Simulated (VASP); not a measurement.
# AlN (F-43m) in VASP: a series of runs

Runs on AlN. Level: PBE+D3(BJ). Tasks: single point, relaxation of volume and atoms at fixed shape.

Program: VASP 6.6.1. These are calculated values, not measurements. Logs are shortened: lines on timing, memory, paths and dates and some standing lists are left out, and cuts for length are marked.

### 1 The cell of the first run

Symmetry: F-43m, No. 216, cubic system. Conventional cell: a = 4.372 Å, b = 4.372 Å, c = 4.372 Å, α = 90.00°, β = 90.00°, γ = 90.00°. Al (site symmetry -43m) has 4 N at 1.89 Å within 2.5 Å. Within 2.5 Å of N (site symmetry -43m) lie 4 Al at 1.89 Å.

### 2 Single point, PBE+D3(BJ)

INCAR

```
ALGO     = Normal         # electronic algorithm
EDIFF    = 1E-6           # SCF threshold, eV
ENCUT    = 600            # plane-wave cutoff, eV
GGA      = PE             # functional
GGA_COMPAT= F            
ISIF     = 2              # what is computed and relaxed
ISMEAR   = 0              # smearing method
IVDW     = 12             # dispersion correction
LASPH    = T              # aspherical terms in the spheres
LCHARG   = F              # write CHGCAR
LREAL    = F              # projectors in reciprocal space
LWAVE    = F              # write WAVECAR
NBANDS   = 11             # bands
NELM     = 120            # most SCF steps
PREC     = Accurate       # precision mode
SIGMA    = 0.01           # smearing width, eV
```

KPOINTS

```
k-points
0
Gamma
  8 8 8
```

POSCAR

```
AlN
1.0
    0.0000000000      2.1860780544      2.1860780544
    2.1860780544      0.0000000000      2.1860780544
    2.1860780544      2.1860780544      0.0000000000
Al N
1 1
Direct
    0.0000000000      0.0000000000      0.0000000000
    0.7500000000      0.7500000000      0.7500000000
```

Potentials or basis: VASP PAW PBE potentials, release 64 (Al, N).

Run with:

```sh
> cat potpaw_PBE.64/Al/POTCAR potpaw_PBE.64/N/POTCAR > POTCAR
> mpirun -np 1 vasp_std > vasp.out
```

OUTCAR:

```text
EDIFF = 1E-6
   ENCUT = 600
   GGA = PE
   ISIF = 2
   ISMEAR = 0
   IVDW = 12
   LASPH = T
   LREAL = F
   NELM = 120
   PREC = Accurate
 IVDW          = 12

 ion  position               nearest neighbor table
   1  0.000  0.000  0.000-   2 1.89   2 1.89   2 1.89   2 1.89
   2  0.750  0.750  0.750-   1 1.89   1 1.89   1 1.89   1 1.89

  LATTYP: Found a face centered cubic cell.
 ALAT       =     4.3721561088

  Lattice vectors:

 A1 = (   0.0000000000,   2.1860780544,   2.1860780544)
 A2 = (   2.1860780544,   0.0000000000,   2.1860780544)
 A3 = (   2.1860780544,   2.1860780544,   0.0000000000)

Analysis of symmetry for initial positions (statically):
=====================================================================
 Subroutine PRICEL returns:
 Original cell was already a primitive cell.

 Routine SETGRP: Setting up the symmetry group for a
 face centered cubic supercell.

 Subroutine GETGRP returns: Found 24 space group operations
 (whereof 24 operations were pure point group operations)
 out of a pool of 48 trial point group operations.

The static configuration has the point symmetry T_d .

Analysis of symmetry for dynamics (positions and initial velocities):
=====================================================================
 Subroutine PRICEL returns:
 Original cell was already a primitive cell.

 Routine SETGRP: Setting up the symmetry group for a
 face centered cubic supercell.

 Subroutine GETGRP returns: Found 24 space group operations
 (whereof 24 operations were pure point group operations)
 out of a pool of 48 trial point group operations.

The dynamic configuration has the point symmetry T_d .

 Subroutine INISYM returns: Found 24 space group operations
 (whereof 24 operations are pure point group operations),
 and found     1 'primitive' translations

----------------------------------------------------------------------------------------

                                     Primitive cell

  volume of cell :      20.8943

  direct lattice vectors                    reciprocal lattice vectors
     0.000000000  2.186078054  2.186078054    -0.228720104  0.228720104  0.228720104
     2.186078054  0.000000000  2.186078054     0.228720104 -0.228720104  0.228720104
     2.186078054  2.186078054  0.000000000     0.228720104  0.228720104 -0.228720104

  length of vectors
     3.091581233  3.091581233  3.091581233     0.396154841  0.396154841  0.396154841

  position of ions in fractional coordinates (direct lattice)
     0.000000000  0.000000000  0.000000000
     0.750000000  0.750000000  0.750000000

  ion indices of the primitive-cell ions
   primitive index   ion index
                 1           1
                 2           2

----------------------------------------------------------------------------------------

 KPOINTS: k-points

Automatic generation of k-mesh.
 Grid dimensions read from file:
 generate k-points for:    8    8    8

 Generating k-lattice:

  Cartesian coordinates                     Fractional coordinates (reciprocal lattice)
    -0.028590013  0.028590013  0.028590013     0.125000000  0.000000000  0.000000000
     0.028590013 -0.028590013  0.028590013     0.000000000  0.125000000  0.000000000
     0.028590013  0.028590013 -0.028590013     0.000000000  0.000000000  0.125000000

  Length of vectors
     0.049519355  0.049519355  0.049519355

  Shift w.r.t. Gamma in fractional coordinates (k-lattice)
     0.000000000  0.000000000  0.000000000

 Subroutine IBZKPT returns following result:
 ===========================================

 Found     29 irreducible k-points:

 Following reciprocal coordinates:
            Coordinates               Weight
  0.000000  0.000000  0.000000      1.000000
  0.125000  0.000000  0.000000      8.000000
  0.250000  0.000000  0.000000      8.000000
  0.375000  0.000000  0.000000      8.000000
  0.500000  0.000000  0.000000      4.000000
  0.125000  0.125000  0.000000      6.000000
[... 16 lines left out ...]
  0.500000  0.250000  0.125000     48.000000
 -0.375000  0.250000  0.125000     24.000000
 [... further k-points ...]
   k-points           NKPTS =     29   k-points in BZ     NKDIM =     29   number of bands    NBANDS=     11
   number of dos      NEDOS =    301   number of ions     NIONS =      2
   total plane-waves  NPLWV =  21952
   dimension x,y,z NGX =    28 NGY =   28 NGZ =   28
   dimension x,y,z NGXF=    56 NGYF=   56 NGZF=   56
   ions per type =               1   1
   NGX,Y,Z   is equivalent  to a cutoff of  15.06, 15.06, 15.06 a.u.
   NGXF,Y,Z  is equivalent  to a cutoff of  30.11, 30.11, 30.11 a.u.
 SYSTEM =  unknown system
   PREC   = accura    normal or accurate (medium, high low for compatibility)
   ISTART =      0    job   : 0-new  1-cont  2-samecut
   ICHARG =      2    charge: 1-file 2-atom 10-const
   ISPIN  =      1    spin polarized calculation?
   LNONCOLLINEAR =      F non collinear calculations
   LSORBIT =      F    spin-orbit coupling
   LASPH  =      T    aspherical Exc in radial PAW
   ENCUT  =  600.0 eV  44.10 Ry    6.64 a.u.   6.17  6.17  6.17*2*pi/ulx,y,z
   NELM   =    120;   NELMIN=  2; NELMDL= -5     # of ELM steps
   EDIFF  = 0.1E-05   stopping-criterion for ELM
   LREAL  =      F    real-space projection
   EDIFFG = 0.1E-04   stopping-criterion for IOM
   NSW    =      0    number of steps for IOM
   IBRION =     -1    ionic relax: 0-MD 1-quasi-New 2-CG
   NFREE  =      0    steps in history (QN), initial steepest desc. (CG)
   ISIF   =      2    stress and relaxation
   ISYM   =      2    0-nonsym 1-usesym 2-fastsym
   POTIM  = 0.5000    time-step for ionic-motion
   TEBEG  =    0.0;   TEEND  =   0.0 temperature during run
   PSTRESS=    0.0 pullay stress
   NELECT =       8.0000    total number of electrons
   NUPDOWN=      -1.0000    fix difference up-down
   EMIN   =  10.00;   EMAX   =-10.00  energy-range for DOS
   EFERMI =   0.00;   METHOD = LEGACY
   ISMEAR =     0;   SIGMA  =   0.01  broadening in eV -4-tet -1-fermi 0-gaus
   EFERMI_NEDOS =   21; number of points for ismear=-14 and -15
   IALGO  =     38    algorithm
   IMIX   =      4    mixing-type and parameters
     AMIX     =   0.40;   BMIX     =  1.00
     AMIX_MAG =   1.60;   BMIX_MAG =  1.00
  volume/ion in A,a.u.               =      10.45        70.50
  Fermi-wavevector in a.u.,A,eV,Ry     =   1.188765  2.246439 19.227223  1.413161
  Thomas-Fermi vector in A             =   2.324887
   LORBIT       =      0    0 simple, 1 ext, 2 COOP (PROOUT), +10 PAW based schemes
   GGA     = PE    functional components
   LHFCALC =     F    Hartree Fock is set to
   AEXX    =    0.0000 exact exchange contribution
   IVDW    =    12    specifies the selected vdW correction
   LEPSILON=     F    determine dielectric tensor
   LRPA    =     F    only Hartree local field effects (RPA)
 non-spin polarized calculation
 Gauss-broadening in eV      SIGMA  =   0.01
  energy-cutoff  :      600.00
  volume of cell :       20.89
 maximum number of plane-waves:       725
 NGX is ok and might be reduce to    28
   NGX = 13   NGY = 13   NGZ = 13

 number of electron       7.9999999 magnetization

 Free energy of the ion-electron system (eV)
  ---------------------------------------------------
  ext. energy  EPLUGINS =         0.00000000
  ---------------------------------------------------
  free energy    TOTEN  =       -14.84348612 eV

  energy without entropy =      -14.84348612  energy(sigma->0) =      -14.84348612

 E-fermi :   6.0027     XC(G=0): -10.9213

 val. band max:        5.9429603419   @ k =   0.0000   0.0000   0.0000
 cond. band min:       9.2593484058   @ k =   0.5000   0.5000   0.0000
 fundamental gap:      3.3163880639
 Fermi energy:         6.0027151297

 k-point     1 :       0.0000    0.0000    0.0000
  band No.  band energies     occupation
      1      -9.0219      2.00000
      2       5.9430      2.00000
      3       5.9430      2.00000
      4       5.9430      2.00000
      5      10.1137      0.00000
      6      18.4749      0.00000
      7      18.4749      0.00000
      8      18.4749      0.00000
      9      23.6086      0.00000
     10      23.6086      0.00000
     11      25.0048      0.00000

 k-point     2 :       0.1250    0.0000    0.0000
  band No.  band energies     occupation
      1      -8.7955      2.00000
      2       4.7639      2.00000
      3       5.8645      2.00000
      4       5.8645      2.00000
      5      11.0564      0.00000
      6      17.9021      0.00000
      7      18.6472      0.00000
      8      18.6472      0.00000
      9      22.0726      0.00000
     10      22.0726      0.00000
     11      23.9575      0.00000

 k-point     3 :       0.2500    0.0000    0.0000
  band No.  band energies     occupation
      1      -8.1745      2.00000
      2       2.6876      2.00000
      3       5.6877      2.00000
      4       5.6877      2.00000
      5      12.3750      0.00000
      6      16.8877      0.00000
      7      18.2465      0.00000
      8      18.2465      0.00000
      9      22.1946      0.00000
     10      22.1946      0.00000
     11      23.1539      0.00000

 k-point     4 :       0.3750    0.0000    0.0000
  band No.  band energies     occupation
      1      -7.3899      2.00000
      2       0.8725      2.00000
      3       5.5265      2.00000
      4       5.5265      2.00000
      5      13.0980      0.00000
      6      16.0996      0.00000
      7      17.4087      0.00000
      8      17.4087      0.00000
      9      23.4412      0.00000
     10      24.2193      0.00000
     11      24.2193      0.00000
[... 239 lines left out ...]
 k-point    22 :       0.3750    0.2500    0.1250
  band No.  band energies     occupation
      1      -7.6754      2.00000
      2       2.3843      2.00000
      3       4.4694      2.00000
      4       5.3418      2.00000
      5      12.7363      0.00000
      6      16.4423      0.00000
      7      16.7764      0.00000
      8      19.2005      0.00000
      9      20.5661      0.00000
     10      25.0354      0.00000
     11      27.5486      0.00000

 k-point    23 :       0.5000    0.2500    0.1250
  band No.  band energies     occupation
      1      -6.9992      2.00000
      2       1.3298      2.00000
      3       3.8780      2.00000
      4       5.0145      2.00000
      5      12.9774      0.00000
      6      15.5584      0.00000
      7      17.4496      0.00000
      8      18.8047      0.00000
      9      21.9540      0.00000
     10      25.5609      0.00000
     11      27.6766      0.00000

 k-point    24 :      -0.3750    0.2500    0.1250
  band No.  band energies     occupation
      1      -6.6637      2.00000
      2       0.8132      2.00000
      3       3.7237      2.00000
      4       4.8284      2.00000
      5      13.0358      0.00000
      6      15.1723      0.00000
      7      18.0862      0.00000
      8      18.6036      0.00000
      9      23.0851      0.00000
     10      24.6842      0.00000
     11      27.9443      0.00000

 [... further k-points ...]

------------------------ aborting loop because EDIFF is reached ----------------------------------------

 Edisp (eV)   -0.53780

 E8    (eV) :    -0.2103

  FORCE on cell =-STRESS in cart. coord.  units (eV):
  Direction    XX          YY          ZZ          XY          YZ          ZX
  --------------------------------------------------------------------------------------
  -------------------------------------------------------------------------------------
  Total      -0.04967    -0.04967    -0.04967     0.00000    -0.00000     0.00000
  in kB      -3.80864    -3.80864    -3.80864     0.00000    -0.00000     0.00000
  external pressure =       -3.81 kB  Pullay stress =        0.00 kB

 VOLUME and BASIS-vectors are now :
 -----------------------------------------------------------------------------
  energy-cutoff  :      600.00
  volume of cell :       20.89
      direct lattice vectors                 reciprocal lattice vectors
     0.000000000  2.186078054  2.186078054    -0.228720104  0.228720104  0.228720104
     2.186078054  0.000000000  2.186078054     0.228720104 -0.228720104  0.228720104
     2.186078054  2.186078054  0.000000000     0.228720104  0.228720104 -0.228720104

 POSITION                                       TOTAL-FORCE (eV/Angst)
 -----------------------------------------------------------------------------------
      0.00000      0.00000      0.00000        -0.000000     -0.000000     -0.000000
      3.27912      3.27912      3.27912         0.000000      0.000000      0.000000
 -----------------------------------------------------------------------------------
    total drift:                               -0.000000     -0.000000     -0.000000

  FREE ENERGIE OF THE ION-ELECTRON SYSTEM (eV)
  ---------------------------------------------------
  free  energy   TOTEN  =       -15.3812892362 eV

  energy  without entropy=      -15.3812892362  energy(sigma->0) =      -15.38128924
```

Run time: 18 s. Hardware: 1 thread of Intel Xeon 8259CL, shared host; peak memory 0.16 GiB.

What came out:

```yaml
Free_energy: -15.3813 eV
Pressure: -0.4 GPa
Band_gap_on_the_k_mesh: 3.32 eV, indirect (least direct gap 4.17 eV)
Dispersion_energy_per_atom: -0.269 eV
```

Levels at points of the mesh, in eV from the valence-band top:
```
           k point  band 1  band 2  band 3  band 4  band 5  band 6  band 7  band 8  band 9
(0.00, 0.00, 0.00)  -14.96    0.00    0.00    0.00    4.17   12.53   12.53   12.53   17.67
(0.50, 0.00, 0.00)  -12.93   -5.84   -0.48   -0.48    7.35    9.85   11.13   11.13   17.95
(0.50, 0.50, 0.00)  -12.29   -4.89   -1.77   -1.77    3.32    8.60   13.92   15.70   15.70
```

A k mesh can miss the band edges. PBE gaps usually lie below the measured ones, often by a third to a half.

### 3 Relaxation of volume and atoms at fixed shape, PBE+D3(BJ)

This run uses another cell than the first one, of 10.42 Å³/atom, 0.997 times its volume.

INCAR

```
PREC = Accurate
ENCUT = 600
EDIFF = 1E-7
ISMEAR = 0
SIGMA = 0.01
LREAL = False
LASPH = True
NELM = 120
ALGO = Normal
ISIF = 8
LWAVE = False
LCHARG = False
GGA = PE
IVDW = 12
IBRION = 2
NSW = 80
EDIFFG = -0.05
GGA_COMPAT = False
NELMIN = 4
```

KPOINTS

```
regular mesh
0
Gamma
  8 8 8
```

POSCAR

```
AlN
1.0
    0.0000000000      2.1839935600      2.1839935600
    2.1839935600      0.0000000000      2.1839935600
    2.1839935600      2.1839935600      0.0000000000
Al N
1 1
Direct
    0.0000000000      0.0000000000      0.0000000000
    0.7500000000      0.7500000000      0.7500000000
```

Potentials or basis: VASP PAW PBE potentials, release 64 (Al, N).

Run with:

```sh
> cat potpaw_PBE.64/Al/POTCAR potpaw_PBE.64/N/POTCAR > POTCAR
> mpirun -np 1 vasp_std > vasp.out
```

Run time: 16 s. Hardware: 1 thread of Intel Xeon 8259CL, shared host; peak memory 0.16 GiB.

Results (log left out):

```
Free energy                : -15.3812 eV
Pressure after relaxing    : 0.2 GPa
Band gap on the k mesh     : 3.32 eV, indirect (least direct gap 4.20 eV)
Dispersion energy per atom : -0.270 eV
```

Final structure:
```cif
data_structure
_symmetry_space_group_name_H-M 'P 1'
_symmetry_Int_Tables_number 1
_cell_length_a 3.0886
_cell_length_b 3.0886
_cell_length_c 3.0886
_cell_angle_alpha 60.000
_cell_angle_beta 60.000
_cell_angle_gamma 60.000
_cell_volume 20.83
loop_
_atom_site_label
_atom_site_type_symbol
_atom_site_fract_x
_atom_site_fract_y
_atom_site_fract_z
_atom_site_occupancy
Al1 Al 0.00000 0.00000 0.00000 1
N1 N 0.75000 0.75000 0.75000 1
```

Levels at points of the mesh, in eV from the valence-band top:
```
           k point  band 1  band 2  band 3  band 4  band 5  band 6  band 7  band 8
(0.00, 0.00, 0.00)  -14.98    0.00    0.00    0.00    4.20   12.56   12.56   12.56
(0.50, 0.00, 0.00)  -12.93   -5.85   -0.48   -0.48    7.38    9.87   11.15   11.15
(0.50, 0.50, 0.00)  -12.30   -4.90   -1.77   -1.77    3.32    8.62   13.96   15.73
```

Caveat: the relaxation stopped at its first step, so nothing moved. A k mesh can miss the band edges.
